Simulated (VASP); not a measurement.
Runs of VASP 6.6.1 on Ge. The structure is that of space group Fm-3m (No. 225), or close to it. The cells are those of the table. 

```tsv
task	cell	k mesh	cutoff (eV)	gap on the mesh (eV)	pressure (GPa)
single point	a = 3.137 Å, angles 60.0°, 1 atom	20 × 20 × 20	520	none	-0.1
single point	a = 3.258 Å, angles 60.0°, 1 atom	14 × 14 × 14	520	none	-4.2
single point	a = 3.137 Å, angles 60.0°, 1 atom	14 × 14 × 14	520	none	0.0
single point	a = 3.137 Å, angles 60.0°, 1 atom	13 × 13 × 13	520	none	0.0
single point	a = 3.051 Å, angles 60.0°, 1 atom	14 × 14 × 14	520	none	4.8
single point	a = 3.094 Å, angles 60.0°, 1 atom	14 × 14 × 14	520	none	2.1
single point	a = 3.178 Å, angles 60.0°, 1 atom	14 × 14 × 14	520	none	(b)
single point	a = 3.006 Å, angles 60.0°, 1 atom	14 × 14 × 14	520	none	8.0
relaxation of cell and atoms	relaxed from a = 3.008 Å, angles 60.0°, 1 atom	13 × 13 × 13	600	none	0.1
single point	a = 3.218 Å, angles 60.0°, 1 atom	14 × 14 × 14	520	none	(a)
```

Alike in all rows: level BLYP; potentials or basis VASP PAW PBE potentials, release 64 (Ge_d); no spin polarisation; smearing fermi-dirac 0.1 eV.

Question: Fill in the values left out.

Answer: (a) -3.1; (b) -1.7.

Caveats: the PAW data sets were made with another functional, which shifts forces and pressure a little.

A k mesh can miss the band edges, and the runs leave out spin-orbit coupling on Ge.

A gap of «none» marks levels without a gap at the run's occupations.
